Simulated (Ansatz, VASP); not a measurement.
# SnO: VASP beside Ansatz

File INCAR:

```
SYSTEM = SnO
PREC = Accurate
ENCUT = 520
EDIFF = 1E-6
ISMEAR = 0
SIGMA = 0.15
LREAL = .FALSE.
LASPH = .TRUE.
NELM = 80
ALGO = Normal
ISIF = 2
LWAVE = .FALSE.
LCHARG = .TRUE.
GGA = CA
LELF = .TRUE.
LVHAR = .TRUE.
NBANDS = 28
```

The input KPOINTS:

```
Automatic mesh
0
G
  10 10 8
  0 0 0
```

POSCAR

```
SnO
1.0
    3.5911000000      0.0000000000      0.0000000000
    0.0000000000      3.5911000000      0.0000000000
    0.0000000000      0.0000000000      4.8415000000
Sn O
2 2
Direct
    0.0000000000      0.5000000000      0.2457459271
    0.5000000000      0.0000000000      0.7542540729
    0.0000000000      0.0000000000      0.0000000000
    0.5000000000      0.5000000000      0.0000000000
```

Input for Ansatz:

```yaml
crystal:
  lattice:
    - [3.5911, 0.0, 0.0]
    - [0.0, 3.5911, 0.0]
    - [0.0, 0.0, 4.8415]
  atoms:
    - { symbol: Sn, position: [0.0, 0.5, 0.2457459271] }
    - { symbol: Sn, position: [0.5, 0.0, 0.7542540729] }
    - { symbol: O, position: [0.0, 0.0, 0.0] }
    - { symbol: O, position: [0.5, 0.5, 0.0] }
basis:
  ecutwfc: 520.0
kpoints:
  mp_grid: { grid: [10, 10, 8] }
hamiltonian:
  xc: lda
scf:
  occupations: { method: gaussian, width: 0.15 }
output:
  forces: true
  stress: true
  eigenvalues: true
```

Alike in both runs: task single point; functional LDA; k mesh 10 × 10 × 8; occupations gaussian, width 0.15 eV; no spin polarisation.

|  | VASP | Ansatz |
| --- | --- | --- |
| version | VASP 6.6.1 | Ansatz 0.2.0 |
| potentials or method | VASP PAW LDA potentials, release 64 (Sn_d, O), cutoff 520 eV | scalar-relativistic, plane waves, PAW |
| valence electrons in the cell | 40 | 40 |

VASP gave:

- gap on the k mesh at the Fermi level (eV): none
- pressure (GPa): 8.8
- traceless stress, the component that is largest in VASP (GPa): -6.53
- rms of the force components (eV/Å): 0.241

**Question.** Which values does Ansatz return?

**Answer.** gap on the k mesh at the Fermi level (eV): none; pressure (GPa): 8.3; traceless stress, the component that is largest in VASP (GPa): -6.58; rms of the force components (eV/Å): 0.180.

LDA's correlation is that of Perdew and Zunger in VASP and of Perdew and Wang (1992) in Ansatz. Atom by atom the forces differ by 0.061 eV/Å (rms over components). A gap of «none» marks a metal or a gap that the smearing closes.
